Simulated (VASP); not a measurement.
The system is Sc2BP3.

```
Sc B P
1.0
     4.18487    0.00000    0.00000
    -2.09243    3.62420    0.00000
     0.00000    0.00000    7.66224
Sc B P
2 1 3
Cartesian
  2.0924 1.2081 3.8311
  0.0000 2.4161 0.0000
  0.0000 2.4161 3.8311
  0.0000 2.4161 2.2302
  0.0000 2.4161 5.4320
  2.0924 1.2081 0.0000
```

The cell was generated, and may not be a known phase.

- Program: VASP 6.6.1
- Task: relaxation of cell and atoms
- Functional: PBE
- Potentials or basis: VASP PAW PBE potentials, release 64 (Sc_sv, B, P)
- Cutoff: 600 eV
- k mesh: 6 × 6 × 2
- Occupations: gaussian, width 0.1 eV
- Spin: no spin polarisation

At the start: pressure 20.5 GPa; volume 19.37 Å³/atom.

How do energy, volume and symmetry change on relaxing?

Over 12 steps the energy falls by 381.2 meV/atom and the volume is 23.37 Å³/atom (+20.7 %); space group P-6m2 (No. 187, to 0.1 Å) before and after.

The path:
```tsv
step	energy change (eV)	largest force (eV/Å)	pressure (GPa)	volume (Å³)
1	0.0000	2.3676	20.51	116.21
2	1.1959	3.9952	-8.39	160.04
3	-1.6663	3.5436	0.87	132.07
4	-1.6849	3.3564	1.79	130.86
5	-1.6878	3.2558	2.28	130.25
6	-2.2452	0.7165	-0.26	139.16
7	-2.2711	0.0506	-0.53	141.60
8	-2.2713	0.0143	-0.54	141.83
9	-2.2857	0.2214	-0.28	140.78
10	-2.2857	0.2277	-0.27	140.75
11	-2.2855	0.1846	0.56	139.71
12	-2.2873	0.0306	0.13	140.25
```

Final structure:
```cif
data_structure
_symmetry_space_group_name_H-M 'P 1'
_symmetry_Int_Tables_number 1
_cell_length_a 4.2585
_cell_length_b 4.2585
_cell_length_c 8.9297
_cell_angle_alpha 90.000
_cell_angle_beta 90.000
_cell_angle_gamma 120.000
_cell_volume 140.25
loop_
_atom_site_label
_atom_site_type_symbol
_atom_site_fract_x
_atom_site_fract_y
_atom_site_fract_z
_atom_site_occupancy
Sc1 Sc 0.66667 0.33333 0.50000 1
Sc2 Sc 0.33333 0.66667 0.00000 1
B1 B 0.33333 0.66667 0.50000 1
P1 P 0.33333 0.66667 0.30450 1
P2 P 0.33333 0.66667 0.69550 1
P3 P 0.66667 0.33333 0.00000 1
```

Caveat: the k points lie up to 0.35 Å⁻¹ apart in the final cell; the volume moved by over 15 % at a fixed basis, so the end points are rough.
